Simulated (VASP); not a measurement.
Input of a VASP 6.6.1 run:

Contents of INCAR:

```
PREC = Accurate
ENCUT = 520
EDIFF = 1E-6
ISMEAR = -1
SIGMA = 0.1034
LREAL = Auto
LASPH = True
NELM = 80
ALGO = Normal
ISIF = 2
LWAVE = False
LCHARG = False
GGA = PS
NBANDS = 78
```

KPOINTS

```
regular mesh
0
Gamma
  1 1 1
```

The input POSCAR:

```
KI
1.0
    7.1418619535      0.0000000000      7.1418619535
    7.1418619535      7.1418619535      0.0000000000
    0.0000000000      7.1418619535      7.1418619535
K I
8 8
Direct
    0.0295551078     -0.0223700067     -0.0758035514
   -0.0217787744      0.5161191891      0.0042778760
    0.4659791833      0.0834164821     -0.0382891747
    0.5331842767      0.4967254370      0.0305313238
    0.0263299685     -0.0069032418      0.4724906505
   -0.0234142022      0.5144748000      0.4967126252
    0.5130094958     -0.0288681021      0.5318809051
    0.5061900557      0.4876539931      0.5034441331
    0.2897563007      0.2497496467      0.2522699979
    0.2205172839      0.7233285988      0.2455149667
    0.7671457437      0.2513436988      0.2874744728
    0.7163402252      0.7387292046      0.3004129755
    0.2349263415      0.2460016045      0.7020478039
    0.2653925562      0.7399652968      0.7035635851
    0.7465279411      0.2991965560      0.7534869107
    0.7504419765      0.7392852220      0.7782609124
```

Potentials or basis: VASP PAW PBE potentials, release 64 (K_sv, I).

The run is started by

```console
$ cat potpaw_PBE.64/K_sv/POTCAR potpaw_PBE.64/I/POTCAR > POTCAR
$ mpirun -np 1 vasp_gam > vasp.out
```

Problem. Predict the pressure.

Solution. 0.8 GPa.

Problem. What does it give for the largest force?

Solution. 0.566 eV/Å.

Forces in eV/Å, atoms in the order of the input:
```
K   -0.130  0.356  0.199
K    0.068  0.033  0.340
K   -0.073 -0.149  0.162
K   -0.273 -0.132 -0.011
K    0.036 -0.089  0.165
K    0.161 -0.074  0.063
K    0.139 -0.171 -0.123
K   -0.118 -0.012 -0.132
I   -0.122 -0.074 -0.175
I    0.405  0.243 -0.150
I   -0.025 -0.231 -0.213
I    0.286 -0.309 -0.360
I    0.077  0.363  0.375
I   -0.206  0.189  0.089
I   -0.554 -0.115 -0.025
I    0.328  0.173 -0.203
```

Caveat: the k points lie up to 0.76 Å⁻¹ apart; the atoms stand as in a frame of molecular dynamics; the PAW data sets were made with another functional, which shifts forces and pressure a little.
